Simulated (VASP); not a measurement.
A run of VASP 6.6.1 is set up as follows.

Contents of INCAR:

```
SYSTEM = P
PREC = Accurate ; ENCUT = 520
EDIFF = 1E-7 ; ISMEAR = 0
SIGMA = 0.1 ; LREAL = .False.
LASPH = .True. ; NELM = 80
ALGO = Normal ; ISIF = 2
LWAVE = .False. ; LCHARG = .True.
GGA = PE ; IVDW = 12
LELF = .True. ; LVHAR = .True.
NBANDS = 30
```

Contents of KPOINTS:

```
regular mesh
0
Gamma
  10 4 8
  0 0 0
```

POSCAR

```
P
1.0
    3.3225242949      0.0000000000      0.0000000000
    0.0000000000     10.1915207697      0.0000000000
    0.0000000000      0.0000000000      4.0001876391
P
8
Direct
    0.0000000000      0.8923619566      0.9352330750
    0.5000000000      0.8923619566      0.5647669250
    0.5000000000      0.6076380434      0.0647669250
    0.0000000000      0.6076380434      0.4352330750
    0.5000000000      0.3923619566      0.9352330750
    0.0000000000      0.3923619566      0.5647669250
    0.0000000000      0.1076380434      0.0647669250
    0.5000000000      0.1076380434      0.4352330750
```

Potentials or basis: VASP PAW PBE potentials, release 64 (P).

Command:

```console
$ cat potpaw_PBE.64/P/POTCAR > POTCAR
$ mpirun -np 1 vasp_std > vasp.out
```

Estimate the dispersion energy per atom.

-0.415 eV.

What does it give for the band gap on the k mesh?

Zero (bands 20 and 21 overlap by 0.52 eV).

Predict the largest force.

0.065 eV/Å.

Stress tensor (GPa, compression positive):
```
 1.30  0.00  0.00
 0.00 -0.59  0.00
 0.00  0.00  1.07
```

Caveat: the cell differs from its parent crystal (strain along c alone, the other axes held: -4.0 %, then relaxed in part).
